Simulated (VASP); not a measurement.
# Sn (I4/mmm) in VASP: settings compared

Sn is run at these levels: LDA, PBE; tasks: single point.

All numbers are computed with VASP 6.6.1; they aren't measurements. Logs are shortened: lines on timing, memory, paths and dates and some standing lists are left out, and cuts for length are marked.

**1. The cell of the first run**

It takes space group I4/mmm (No. 139, tetragonal). Conventional cell: a = 4.058 Å, b = 4.058 Å, c = 3.322 Å, α = 90.00°, β = 90.00°, γ = 90.00°. Sn (site symmetry 4/mmm) has 14 Sn at 3.32 to 4.06 Å within 4.4 Å.

**2. Single point, LDA**

INCAR reads:

```
PREC = Accurate
ENCUT = 520
EDIFF = 1E-7
ISMEAR = -1
SIGMA = 0.05
LREAL = F
LASPH = T
NELM = 100
ALGO = Normal
ISIF = 2
LWAVE = F
LCHARG = F
NBANDS = 13
```

KPOINTS reads:

```
Automatic mesh
0
Gamma
  16 16 16
```

POSCAR reads:

```
Sn
1.0
   -2.0291894110      2.0291894110      1.6607599896
    2.0291894110     -2.0291894110      1.6607599896
    2.0291894110      2.0291894110     -1.6607599896
Sn
1
Direct
    0.0000000000      0.0000000000      0.0000000000
```

Potentials or basis: VASP PAW LDA potentials, release 64 (Sn_d).

On the command line:

```bash
> cat potpaw_LDA.64/Sn_d/POTCAR > POTCAR
> mpirun -np 1 vasp_std > vasp.out
```

OUTCAR:

```text
PREC = Accurate
   ENCUT = 520
   EDIFF = 1E-7
   ISMEAR = -1
   LREAL = F
   LASPH = T
   NELM = 100
   ISIF = 2

 ion  position               nearest neighbor table
   1  0.000  0.000  0.000-

  LATTYP: Found a body centered tetragonal cell.
 ALAT       =     4.0583788220
 C/A-ratio  =     0.8184351745

  Lattice vectors:

 A1 = (  -2.0291894110,   2.0291894110,   1.6607599896)
 A2 = (   2.0291894110,  -2.0291894110,   1.6607599896)
 A3 = (   2.0291894110,   2.0291894110,  -1.6607599896)

Analysis of symmetry for initial positions (statically):
=====================================================================
 Subroutine PRICEL returns:
 Original cell was already a primitive cell.

 Routine SETGRP: Setting up the symmetry group for a
 body centered tetragonal supercell.

 Subroutine GETGRP returns: Found 16 space group operations
 (whereof 16 operations were pure point group operations)
 out of a pool of 16 trial point group operations.

The static configuration has the point symmetry D_4h.

Analysis of symmetry for dynamics (positions and initial velocities):
=====================================================================
 Subroutine PRICEL returns:
 Original cell was already a primitive cell.

 Routine SETGRP: Setting up the symmetry group for a
 body centered tetragonal supercell.

 Subroutine GETGRP returns: Found 16 space group operations
 (whereof 16 operations were pure point group operations)
 out of a pool of 16 trial point group operations.

The dynamic configuration has the point symmetry D_4h.

 Subroutine INISYM returns: Found 16 space group operations
 (whereof 16 operations are pure point group operations),
 and found     1 'primitive' translations

----------------------------------------------------------------------------------------

                                     Primitive cell

  volume of cell :      27.3534

  direct lattice vectors                    reciprocal lattice vectors
    -2.029189411  2.029189411  1.660759990     0.000000000  0.246403809  0.301066983
     2.029189411 -2.029189411  1.660759990     0.246403809  0.000000000  0.301066983
     2.029189411  2.029189411 -1.660759990     0.246403809  0.246403809  0.000000000

  length of vectors
     3.315621069  3.315621069  3.315621069     0.389045197  0.389045197  0.348467608

  position of ions in fractional coordinates (direct lattice)
     0.000000000  0.000000000  0.000000000

  ion indices of the primitive-cell ions
[... 75 lines left out ...]
   LREAL  =      F    real-space projection
   EDIFFG = 0.1E-05   stopping-criterion for IOM
   NSW    =      0    number of steps for IOM
   IBRION =     -1    ionic relax: 0-MD 1-quasi-New 2-CG
   NFREE  =      0    steps in history (QN), initial steepest desc. (CG)
   ISIF   =      2    stress and relaxation
   ISYM   =      2    0-nonsym 1-usesym 2-fastsym
   POTIM  = 0.5000    time-step for ionic-motion
   TEBEG  =    0.0;   TEEND  =   0.0 temperature during run
   PSTRESS=    0.0 pullay stress
   NELECT =      14.0000    total number of electrons
   NUPDOWN=      -1.0000    fix difference up-down
   EMIN   =  10.00;   EMAX   =-10.00  energy-range for DOS
   EFERMI =   0.00;   METHOD = LEGACY
   ISMEAR =    -1;   SIGMA  =   0.05  broadening in eV -4-tet -1-fermi 0-gaus
   EFERMI_NEDOS =   21; number of points for ismear=-14 and -15
   IALGO  =     38    algorithm
   IMIX   =      4    mixing-type and parameters
     AMIX     =   0.40;   BMIX     =  1.00
     AMIX_MAG =   1.60;   BMIX_MAG =  1.00
  volume/ion in A,a.u.               =      27.35       184.59
  Fermi-wavevector in a.u.,A,eV,Ry     =   1.309524  2.474642 23.331997  1.714853
  Thomas-Fermi vector in A             =   2.440117
   LORBIT       =      0    0 simple, 1 ext, 2 COOP (PROOUT), +10 PAW based schemes
   GGA     = CA    functional components
   LHFCALC =     F    Hartree Fock is set to
   AEXX    =    0.0000 exact exchange contribution
   IVDW    =     0    specifies the selected vdW correction
   LEPSILON=     F    determine dielectric tensor
   LRPA    =     F    only Hartree local field effects (RPA)
 non-spin polarized calculation
  energy-cutoff  :      520.00
  volume of cell :       27.35
 maximum number of plane-waves:       750
 NGX is ok and might be reduce to    28
   NGX = 13   NGY = 13   NGZ = 13

 number of electron      14.0000001 magnetization

 Free energy of the ion-electron system (eV)
  ---------------------------------------------------
  ext. energy  EPLUGINS =         0.00000000
  ---------------------------------------------------
  free energy    TOTEN  =        -4.43313939 eV

  energy without entropy =       -4.42858313  energy(sigma->0) =       -4.43086126

 E-fermi :   7.7136     XC(G=0): -10.5643

 val. band max:        7.7067692081   @ k =  -0.2500   0.4375   0.2500
 cond. band min:       7.7332379221   @ k =  -0.4375  -0.4375   0.3125
 fundamental gap:      0.0264687140
 Fermi energy:         7.7136141398

 k-point     1 :       0.0000    0.0000    0.0000
  band No.  band energies     occupation
      1     -13.7451      2.00000
      2     -13.6659      2.00000
      3     -13.6659      2.00000
      4     -13.6626      2.00000
      5     -13.5495      2.00000
      6      -3.3488      2.00000
      7      14.3799      0.00000
      8      14.3799      0.00000
      9      16.8779      0.00000
     10      18.0523      0.00000
     11      19.1747      0.00000
     12      20.3113      0.00000
     13      20.3113      0.00000
[... 354 lines left out ...]
  band No.  band energies     occupation
      1     -13.7410      2.00000
      2     -13.6668      2.00000
      3     -13.6643      2.00000
      4     -13.6599      2.00000
      5     -13.5512      2.00000
      6      -3.2757      2.00000
      7      13.4323      0.00000
      8      14.4323      0.00000
      9      16.6383      0.00000
     10      18.4550      0.00000
     11      19.4028      0.00000
     12      20.0898      0.00000
     13      20.6603      0.00000

 [... further k-points ...]
[... 5 lines left out ...]
  --------------------------------------------------------------------------------------
  -------------------------------------------------------------------------------------
  Total       -0.5601023     -0.5601023     -0.4984673      0.0000000     -0.0000000      0.0000000
  in kB      -32.8069516    -32.8069516    -29.1967994      0.0000000     -0.0000000      0.0000000
  external PRESSURE =     -31.6035676 kB  Pullay stress =       0.0000000 kB

 VOLUME and BASIS-vectors are now :
 -----------------------------------------------------------------------------
  energy-cutoff  :      520.00
  volume of cell :       27.35
      direct lattice vectors                 reciprocal lattice vectors
    -2.029189411  2.029189411  1.660759990     0.000000000  0.246403809  0.301066983
     2.029189411 -2.029189411  1.660759990     0.246403809  0.000000000  0.301066983
     2.029189411  2.029189411 -1.660759990     0.246403809  0.246403809  0.000000000

 POSITION                                       TOTAL-FORCE (eV/Angst)
 -----------------------------------------------------------------------------------
      0.00000      0.00000      0.00000        -0.000000      0.000000      0.000000
 -----------------------------------------------------------------------------------
    total drift:                               -0.000000     -0.000000     -0.000000

  FREE ENERGIE OF THE ION-ELECTRON SYSTEM (eV)
  ---------------------------------------------------
  free  energy   TOTEN  =        -4.4331393857 eV

  energy  without entropy=       -4.4285831269  energy(sigma->0) =       -4.43086126
```

OSZICAR:

```text
N       E                     dE             d eps       ncg     rms          rms(c)
DAV:   1     0.812182861395E+02    0.81218E+02   -0.72261E+03  9354   0.160E+03
DAV:   2     0.144252687185E+01   -0.79776E+02   -0.77186E+02  9664   0.340E+02
DAV:   3    -0.432092499721E+01   -0.57635E+01   -0.57375E+01 10827   0.742E+01
DAV:   4    -0.444544765669E+01   -0.12452E+00   -0.12450E+00 10694   0.117E+01
DAV:   5    -0.444971808557E+01   -0.42704E-02   -0.42703E-02 11836   0.212E+00    0.137E+00
DAV:   6    -0.443766334241E+01    0.12055E-01   -0.11390E-02 11526   0.179E+00    0.746E-01
DAV:   7    -0.443337764379E+01    0.42857E-02   -0.67713E-03 11349   0.128E+00    0.967E-02
DAV:   8    -0.443313869255E+01    0.23895E-03   -0.62187E-04 11154   0.438E-01    0.197E-02
DAV:   9    -0.443313937501E+01   -0.68246E-06   -0.11965E-05 12553   0.418E-02    0.119E-02
DAV:  10    -0.443313938572E+01   -0.10712E-07   -0.82381E-07 12505   0.105E-02
   1 F= -.44331394E+01 E0= -.44308613E+01  d E =-.455626E-02
```

It took 48 s on 1 thread of Intel Xeon 6975P-C (Granite Rapids), shared host; peak memory 0.23 GiB.

Results:

```
Free energy            : -4.4331 eV
Pressure               : -3.2 GPa
Band gap on the k mesh : zero (band 7 reaches 14.38 eV, above the bottom of band 8 at 5.59 eV)
```

Caveat: spin-orbit coupling is left out, which moves the levels of the heavy elements.

**3. Single point, PBE, non-collinear spin, zero start, spin-orbit coupling**

INCAR reads:

```
  PREC = Accurate
  ENCUT = 520
  EDIFF = 1E-7
  ISMEAR = -1
  SIGMA = 0.05
  LREAL = F
  LASPH = T
  NELM = 150
  ALGO = Normal
  ISIF = 2
  LWAVE = F
  LCHARG = T
  LNONCOLLINEAR = T
  MAGMOM = 0 0 0
  LORBIT = 11
  LSORBIT = T
  GGA_COMPAT = F
  LORBMOM = T
  GGA = PE
  LVHAR = T
  NBANDS = 25
```

KPOINTS is that of step 2.

POSCAR is that of step 2.

Potentials or basis: VASP PAW PBE potentials, release 64 (Sn_d).

On the command line:

```bash
> cat potpaw_PBE.64/Sn_d/POTCAR > POTCAR
> mpirun -np 1 vasp_ncl > vasp.out
```

Wall time 5.6 min (1 thread of Intel Xeon 6975P-C (Granite Rapids), shared host); peak memory 0.47 GiB.

Results (log left out):

- Free energy: -3.8367 eV
- Pressure: 1.0 GPa
- Net moment: 0.00 μB per cell
- Valence electrons inside the program's atomic spheres: Sn 12.15

Stress tensor (GPa, compression positive):
```
0.68 0.00 0.00
0.00 0.68 0.00
0.00 0.00 1.50
```

Moments on the atoms (μB; x, y, z):
```
Sn  0.00 0.00 0.00
```

**4. Single point, PBE (volume scaled by 0.9405)**

INCAR reads:

```
ALGO = Normal
EDIFF = 1E-7
ENCUT = 520
GGA = PE
ISIF = 2
ISMEAR = -1
LASPH = True
LCHARG = True
LELF = True
LREAL = False
LVHAR = True
LWAVE = False
NBANDS = 13
NELM = 60
PREC = Accurate
SIGMA = 0.05
```

KPOINTS reads:

```
k-points
0
Gamma
  16 16 16
```

POSCAR reads:

```
Sn
1.0
   -1.9881181372      1.9881181372      1.6271458145
    1.9881181372     -1.9881181372      1.6271458145
    1.9881181372      1.9881181372     -1.6271458145
Sn
1
Direct
    0.0000000000      0.0000000000      0.0000000000
```

On the command line:

```bash
> cat potpaw_PBE.64/Sn_d/POTCAR > POTCAR
> mpirun -np 1 vasp_std > vasp.out
```

Wall time 30 s (1 thread of Intel Xeon Platinum 8488C (Sapphire Rapids), shared host); peak memory 0.22 GiB.

Results (log left out):

```
Free energy            : -3.7556 eV
Pressure               : 4.6 GPa
Band gap on the k mesh : zero (band 7 reaches 15.92 eV, above the bottom of band 8 at 6.46 eV)
```

Stress tensor (GPa, compression positive):
```
4.14 0.00 0.00
0.00 4.14 0.00
0.00 0.00 5.47
```

Levels at points of the mesh, in eV from the Fermi level:
```csv
k point,band 3,band 4,band 5,band 6,band 7,band 8,band 9,band 10,band 11,band 12
"(0.00, 0.00, 0.00)",-21.55,-21.54,-21.41,-11.53,7.14,7.14,10.03,10.56,11.79,12.73
"(0.50, 0.00, 0.00)",-21.46,-21.37,-21.35,-5.81,-4.49,3.21,4.47,7.47,7.52,14.04
"(0.50, 0.50, 0.00)",-21.51,-21.46,-21.36,-7.44,-5.05,6.12,8.16,10.83,11.22,12.01
"(0.50, 0.50, 0.50)",-21.37,-21.37,-21.34,-3.17,-1.73,-1.73,2.60,2.95,6.23,19.21
```

Caveat: spin-orbit coupling is left out, which moves the levels of the heavy elements.

**5. Single point, PBE (volume scaled by 0.97)**

INCAR reads:

```
ALGO = Normal
EDIFF = 1E-6
ENCUT = 520
GGA = PE
ISIF = 2
ISMEAR = -1
LASPH = T
LCHARG = F
LREAL = F
LWAVE = F
NBANDS = 13
NELM = 100
PREC = Accurate
SIGMA = 0.05
```

KPOINTS is that of step 4.

POSCAR reads:

```
Sn
1.0
   -2.0086911468      2.0086911468      1.6439834892
    2.0086911468     -2.0086911468      1.6439834892
    2.0086911468      2.0086911468     -1.6439834892
Sn
1
Direct
    0.0000000000      0.0000000000      0.0000000000
```

On the command line:

```bash
> cat potpaw_PBE.64/Sn_d/POTCAR > POTCAR
> mpirun -np 1 vasp_std > vasp.out
```

Wall time 27 s (1 thread of Intel Xeon Platinum 8488C (Sapphire Rapids), shared host); peak memory 0.22 GiB.

The run converged. Its results:

```yaml
Free_energy: -3.7740 eV
Pressure: 2.6 GPa
Band_gap_on_the_k_mesh: zero (band 7 reaches 15.32 eV, above the bottom of band 8 at 6.15 eV)
```

Stress tensor (GPa, compression positive):
```
2.28 0.00 0.00
0.00 2.28 0.00
0.00 0.00 3.35
```

Levels at points of the mesh, in eV from the Fermi level:
```csv
k point,band 4,band 5,band 6,band 7,band 8,band 9,band 10,band 11
"(0.00, 0.00, 0.00)",-21.52,-21.40,-11.29,6.94,6.94,9.67,10.40,11.59
"(0.50, 0.00, 0.00)",-21.36,-21.34,-5.79,-4.33,3.13,4.40,7.32,7.44
"(0.50, 0.50, 0.00)",-21.44,-21.35,-7.36,-4.87,5.94,7.95,10.59,11.07
"(0.50, 0.50, 0.50)",-21.36,-21.33,-3.29,-1.65,-1.65,2.55,3.00,6.15
```

Caveat: spin-orbit coupling is left out, which moves the levels of the heavy elements.

**6. The runs side by side**

```csv
level,potentials or basis,spin,cell,gap on the mesh (eV),pressure (GPa)
LDA,"VASP PAW LDA potentials, release 64 (Sn_d)",off,"a = 3.316 Å, angles 104.5, 104.5, 119.9°, 1 atom",none,-3.2
PBE,"VASP PAW PBE potentials, release 64 (Sn_d)","non-collinear, zero start, SOC","a = 3.316 Å, angles 104.5, 104.5, 119.9°, 1 atom",-,1.0
PBE,"VASP PAW PBE potentials, release 64 (Sn_d)",off,"a = 3.249 Å, angles 104.5, 104.5, 119.9°, 1 atom",none,4.6
PBE,"VASP PAW PBE potentials, release 64 (Sn_d)",off,"a = 3.282 Å, angles 104.5, 104.5, 119.9°, 1 atom",none,2.6
```

Alike in all rows: task single point; k mesh 16 × 16 × 16; cutoff (eV) 520; smearing fermi-dirac 0.05 eV.

Caveats: spin-orbit coupling is left out, which moves the levels of the heavy elements (some runs).

Total energies depend on the potentials used, so only differences within one code and one set of settings carry meaning.
